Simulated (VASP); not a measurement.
# BaTiO3 (P1) in VASP: single point with PBE

Aim: the single point of BaTiO3 with PBE.

Everything below comes from runs of VASP 6.6.1. Logs are shortened: lines on timing, memory, paths and dates and some standing lists are left out, and cuts for length are marked.

### 1 The cell of the first run

The typed cell holds 5 atoms: a = 3.979 Å, b = 3.973 Å, c = 3.968 Å, α = 89.74°, β = 90.07°, γ = 90.12°.

### 2 Single point, PBE

Contents of POSCAR:

```
BaTiO3
1.0
    3.9790730000     -0.0041440000     -0.0023170000
   -0.0041440000      3.9726630000      0.0091270000
   -0.0023170000      0.0091270000      3.9675170000
Ba Ti O
1 1 3
Direct
    0.5078130000      0.4729920000      0.4987880000
    0.0064800000      0.9946620000      0.0088290000
    0.4842170000      0.9963700000      0.9971300000
    0.9973900000      0.4945860000      0.9786970000
    0.9780160000      0.0071460000      0.4862170000
```

Contents of INCAR.step1:

```
PREC = Accurate
ENCUT = 520
EDIFF = 1E-6
ISMEAR = -1
SIGMA = 0.1
LREAL = False
LASPH = True
NELM = 100
ALGO = Normal
ISIF = 2
LWAVE = False
LCHARG = True
LMAXMIX = 4
GGA = PE
NBANDS = 28
```

Contents of KPOINTS.step1:

```
Automatic mesh
0
Gamma
  5 5 5
  0.5 0 0.5
```

Contents of INCAR.step2:

```
PREC = Accurate
ENCUT = 520
EDIFF = 1E-6
ISMEAR = -5
SIGMA = 0.1
LREAL = False
LASPH = True
NELM = 100
ALGO = Normal
ISIF = 2
LWAVE = False
LCHARG = False
LMAXMIX = 4
GGA = PE
LORBIT = 11
NBANDS = 28
NEDOS = 1001
ICHARG = 11
```

Contents of KPOINTS.step2:

```
regular mesh
0
Gamma
  8 8 8
```

Potentials or basis: VASP PAW PBE potentials, release 64 (Ba_sv, Ti_sv, O).

Command:

```sh
> cat potpaw_PBE.64/Ba_sv/POTCAR potpaw_PBE.64/Ti_sv/POTCAR potpaw_PBE.64/O/POTCAR > POTCAR
> cp INCAR.step1 INCAR
> cp KPOINTS.step1 KPOINTS
> mpirun -np 1 vasp_std > vasp.out
> cp INCAR.step2 INCAR
> cp KPOINTS.step2 KPOINTS
> mpirun -np 1 vasp_std > vasp.out
```

OUTCAR:

```text
PREC = Accurate
   ENCUT = 520
   EDIFF = 1E-6
   ISMEAR = -5
   LREAL = False
   LASPH = True
   NELM = 100
   ISIF = 2
   GGA = PE
   LORBIT = 11
   ICHARG = 11

 ion  position               nearest neighbor table
   1  0.508  0.473  0.499-   5 2.64   4 2.72   3 2.73   3 2.75   4 2.79   5 2.80   5 2.83   4 2.84
                             3 2.87   3 2.88   4 2.89   5 2.99   2 3.37   2 3.37   2 3.41   2 3.41
   2  0.006  0.995  0.009-   5 1.90   3 1.90   4 1.99   4 1.99   5 2.08   3 2.08   1 3.37   1 3.37
                             1 3.41   1 3.41   1 3.46   1 3.47   1 3.51   1 3.53
   3  0.484  0.996  0.997-   2 1.90   2 2.08   1 2.73   1 2.75   1 2.87   1 2.88
   4  0.997  0.495  0.979-   2 1.99   2 1.99   1 2.72   1 2.79   1 2.84   1 2.89
   5  0.978  0.007  0.486-   2 1.90   2 2.08   1 2.64   1 2.80   1 2.83   1 2.99

  LATTYP: Found a triclinic cell.
 ALAT       =     3.9675281746
 B/A-ratio  =     1.4171004621
 C/A-ratio  =     1.7352525321
 COS(alpha) =     0.0003536225
 COS(beta)  =     0.5782630076
 COS(gamma) =     0.7064933707

  Lattice vectors:

 A1 = (   0.0023170000,  -0.0091270000,  -3.9675170000)
 A2 = (   3.9813900000,  -0.0132710000,  -3.9698340000)
 A3 = (  -3.9726120000,  -3.9776460000,  -3.9743270000)

Analysis of symmetry for initial positions (statically):
=====================================================================
 Subroutine PRICEL returns:
 Original cell was already a primitive cell.

 Routine SETGRP: Setting up the symmetry group for a
 triclinic supercell.

 Subroutine GETGRP returns: Found  1 space group operations
 (whereof  1 operations were pure point group operations)
 out of a pool of  2 trial point group operations.

The static configuration has the point symmetry C_1 .

Analysis of symmetry for dynamics (positions and initial velocities):
=====================================================================
 Subroutine PRICEL returns:
 Original cell was already a primitive cell.

 Routine SETGRP: Setting up the symmetry group for a
 triclinic supercell.

 Subroutine GETGRP returns: Found  1 space group operations
 (whereof  1 operations were pure point group operations)
 out of a pool of  2 trial point group operations.

The dynamic configuration has the point symmetry C_1 .

 Subroutine INISYM returns: Found  1 space group operations
 (whereof  1 operations are pure point group operations),
 and found     1 'primitive' translations

----------------------------------------------------------------------------------------

                                     Primitive cell

  volume of cell :      62.7162

  direct lattice vectors                    reciprocal lattice vectors
     3.979073000 -0.004144000 -0.002317000     0.251315174  0.000261818  0.000146164
    -0.004144000  3.972663000  0.009127000     0.000261818  0.251721923 -0.000578916
    -0.002317000  0.009127000  3.967517000     0.000146164 -0.000578916  0.252048226

  length of vectors
     3.979075832  3.972675646  3.967528175     0.251315353  0.251722725  0.252048933

  position of ions in fractional coordinates (direct lattice)
     0.507813000  0.472992000  0.498788000
     0.006480000  0.994662000  0.008829000
     0.484217000  0.996370000  0.997130000
     0.997390000  0.494586000  0.978697000
     0.978016000  0.007146000  0.486217000

  ion indices of the primitive-cell ions
   primitive index   ion index
                 1           1
                 2           2
                 3           3
                 4           4
                 5           5

----------------------------------------------------------------------------------------

 KPOINTS: regular mesh

Automatic generation of k-mesh.
 Grid dimensions read from file:
 generate k-points for:    8    8    8

 Generating k-lattice:

  Cartesian coordinates                     Fractional coordinates (reciprocal lattice)
     0.031414397  0.000032727  0.000018270     0.125000000 -0.000000000  0.000000000
     0.000032727  0.031465240 -0.000072365     0.000000000  0.125000000 -0.000000000
     0.000018270 -0.000072365  0.031506028     0.000000000 -0.000000000  0.125000000

  Length of vectors
     0.031414419  0.031465341  0.031506117

  Shift w.r.t. Gamma in fractional coordinates (k-lattice)
     0.000000000  0.000000000  0.000000000

 TETIRR: Found   1536 inequivalent tetrahedra from     3072

 Subroutine IBZKPT returns following result:
 ===========================================

 Found    260 irreducible k-points:

 Following reciprocal coordinates:
            Coordinates               Weight
  0.000000  0.000000  0.000000      1.000000
  0.125000 -0.000000  0.000000      2.000000
  0.250000 -0.000000  0.000000      2.000000
  0.375000 -0.000000  0.000000      2.000000
  0.500000 -0.000000  0.000000      1.000000
 -0.000000  0.125000  0.000000      2.000000
[... 16 lines left out ...]
  0.125000  0.375000  0.000000      2.000000
  0.250000  0.375000  0.000000      2.000000
 [... further k-points ...]
   k-points           NKPTS =    260   k-points in BZ     NKDIM =    260   number of bands    NBANDS=     28
   number of dos      NEDOS =   1001   number of ions     NIONS =      5
   total plane-waves  NPLWV =  27000
   dimension x,y,z NGX =    30 NGY =   30 NGZ =   30
   dimension x,y,z NGXF=    60 NGYF=   60 NGZF=   60
   ions per type =               1   1   3
   NGX,Y,Z   is equivalent  to a cutoff of  12.53, 12.55, 12.57 a.u.
   NGXF,Y,Z  is equivalent  to a cutoff of  25.07, 25.11, 25.14 a.u.
 SYSTEM =  unknown system
   PREC   = accura    normal or accurate (medium, high low for compatibility)
   ISTART =      0    job   : 0-new  1-cont  2-samecut
   ICHARG =     11    charge: 1-file 2-atom 10-const
   ISPIN  =      1    spin polarized calculation?
   LNONCOLLINEAR =      F non collinear calculations
   LSORBIT =      F    spin-orbit coupling
   LASPH  =      T    aspherical Exc in radial PAW
   ENCUT  =  520.0 eV  38.22 Ry    6.18 a.u.   7.40  7.39  7.38*2*pi/ulx,y,z
   NELM   =    100;   NELMIN=  2; NELMDL=  0     # of ELM steps
   EDIFF  = 0.1E-05   stopping-criterion for ELM
   LREAL  =      F    real-space projection
[... 7 lines left out ...]
   TEBEG  =    0.0;   TEEND  =   0.0 temperature during run
   PSTRESS=    0.0 pullay stress
   NELECT =      40.0000    total number of electrons
   NUPDOWN=      -1.0000    fix difference up-down
   EMIN   =  10.00;   EMAX   =-10.00  energy-range for DOS
   EFERMI =   0.00;   METHOD = LEGACY
   ISMEAR =    -5;   SIGMA  =   0.10  broadening in eV -4-tet -1-fermi 0-gaus
   EFERMI_NEDOS =   21; number of points for ismear=-14 and -15
   IALGO  =     38    algorithm
   IMIX   =      4    mixing-type and parameters
     AMIX     =   0.40;   BMIX     =  1.00
     AMIX_MAG =   1.60;   BMIX_MAG =  1.00
  volume/ion in A,a.u.               =      12.54        84.65
  Fermi-wavevector in a.u.,A,eV,Ry     =   1.409186  2.662975 27.018520  1.985805
  Thomas-Fermi vector in A             =   2.531268
   LORBIT       =     11    0 simple, 1 ext, 2 COOP (PROOUT), +10 PAW based schemes
   GGA     = PE    functional components
   LHFCALC =     F    Hartree Fock is set to
   AEXX    =    0.0000 exact exchange contribution
   IVDW    =     0    specifies the selected vdW correction
   LEPSILON=     F    determine dielectric tensor
   LRPA    =     F    only Hartree local field effects (RPA)
 non-spin polarized calculation
 Fermi weights with tetrahedron method with Bloechl corrections
  energy-cutoff  :      520.00
  volume of cell :       62.72
 maximum number of plane-waves:      1743
 NGX is ok and might be reduce to    30

 number of electron      40.0000007 magnetization

 Free energy of the ion-electron system (eV)
  ---------------------------------------------------
  ext. energy  EPLUGINS =         0.00000000
  ---------------------------------------------------
  free energy    TOTEN  =       -39.85452673 eV

  energy without entropy =      -39.85452673  energy(sigma->0) =      -39.85452673

 E-fermi :   3.9892     XC(G=0): -11.3674

 val. band max:        3.9885407319   @ k =   0.5000   0.5000   0.5000
 cond. band min:       5.9434478550   @ k =   0.0000   0.0000   0.0000
 fundamental gap:      1.9549071231
 Fermi energy:         3.9891861686

 k-point     1 :       0.0000    0.0000    0.0000
  band No.  band energies     occupation
      1     -52.4542      2.00000
      2     -28.7003      2.00000
      3     -28.6995      2.00000
      4     -28.6762      2.00000
      5     -20.7515      2.00000
      6     -12.9492      2.00000
[... 20 lines left out ...]
     27       9.1965      0.00000
     28      11.5818      0.00000

 k-point     2 :       0.1250   -0.0000    0.0000
  band No.  band energies     occupation
      1     -52.4540      2.00000
      2     -28.7085      2.00000
      3     -28.6996      2.00000
      4     -28.6759      2.00000
      5     -20.7320      2.00000
      6     -12.9620      2.00000
[... 20 lines left out ...]
     27       9.4895      0.00000
     28      11.9539      0.00000

 k-point     3 :       0.2500   -0.0000    0.0000
  band No.  band energies     occupation
      1     -52.4536      2.00000
      2     -28.7292      2.00000
      3     -28.6988      2.00000
      4     -28.6751      2.00000
      5     -20.6841      2.00000
      6     -13.0458      2.00000
[... 616 lines left out ...]
      3     -28.7062      2.00000
      4     -28.6975      2.00000
      5     -20.6216      2.00000
      6     -13.1247      2.00000
[... 20 lines left out ...]
     27      11.4949      0.00000
     28      12.6426      0.00000

 k-point    24 :       0.2500    0.3750    0.0000
  band No.  band energies     occupation
      1     -52.4526      2.00000
      2     -28.7274      2.00000
      3     -28.7235      2.00000
      4     -28.6968      2.00000
      5     -20.5885      2.00000
      6     -12.9689      2.00000
[... 20 lines left out ...]
     27      12.1651      0.00000
     28      12.9833      0.00000

 [... further k-points ...]

------------------------ aborting loop because EDIFF is reached ----------------------------------------

  FORCE on cell =-STRESS in cart. coord.  units (eV):
  Direction    XX          YY          ZZ          XY          YZ          ZX
  --------------------------------------------------------------------------------------
  -------------------------------------------------------------------------------------
  Total        3.9175284      3.4328473      3.8513952     -0.1546751     -0.2133109      0.1898200
  in kB      100.0790606     87.6971653     98.3895896     -3.9514036     -5.4493418      4.8492340
  external PRESSURE =      95.3886052 kB  Pullay stress =       0.0000000 kB

 VOLUME and BASIS-vectors are now :
 -----------------------------------------------------------------------------
  energy-cutoff  :      520.00
  volume of cell :       62.72
      direct lattice vectors                 reciprocal lattice vectors
     3.979073000 -0.004144000 -0.002317000     0.251315174  0.000261818  0.000146164
    -0.004144000  3.972663000  0.009127000     0.000261818  0.251721923 -0.000578916
    -0.002317000  0.009127000  3.967517000     0.000146164 -0.000578916  0.252048226

 POSITION                                       TOTAL-FORCE (eV/Angst)
 -----------------------------------------------------------------------------------
      2.01751      1.88149      1.98209        -0.361972      0.734390     -0.032368
      0.02164      3.95151      0.04409         0.178461     -0.274481     -0.039252
      1.92030      3.96534      3.96410        -0.002515     -0.181263     -0.103139
      3.96437      1.96962      3.88520        -0.120751      0.154125      0.266840
      3.89044      0.02877      1.92687         0.306777     -0.432772     -0.092082
 -----------------------------------------------------------------------------------
    total drift:                               -0.000294     -0.000460      0.000318

  FREE ENERGIE OF THE ION-ELECTRON SYSTEM (eV)
  ---------------------------------------------------
  free  energy   TOTEN  =       -39.8545267317 eV

  energy  without entropy=      -39.8545267317  energy(sigma->0) =      -39.85452673

 total charge

# of ion       s       p       d       tot
------------------------------------------
    1        2.011   5.657   0.357   8.025
    2        2.220   6.286   1.752  10.257
    3        1.567   3.482   0.000   5.048
    4        1.565   3.479   0.000   5.044
    5        1.567   3.484   0.000   5.051
--------------------------------------------------
tot          8.929  22.387   2.109  33.425
```

Wall time 4.8 min (1 thread of Intel Xeon Platinum 8259CL at 2.50GHz (Skylake/Cascade Lake), shared host); peak memory 0.51 GiB.

Results:

- Valence electrons inside the program's atomic spheres: Ba 8.03; Ti 10.26; O 5.05, 5.04 (each value once)

Caveat: spin-orbit coupling is left out, which moves the levels of the heavy elements.
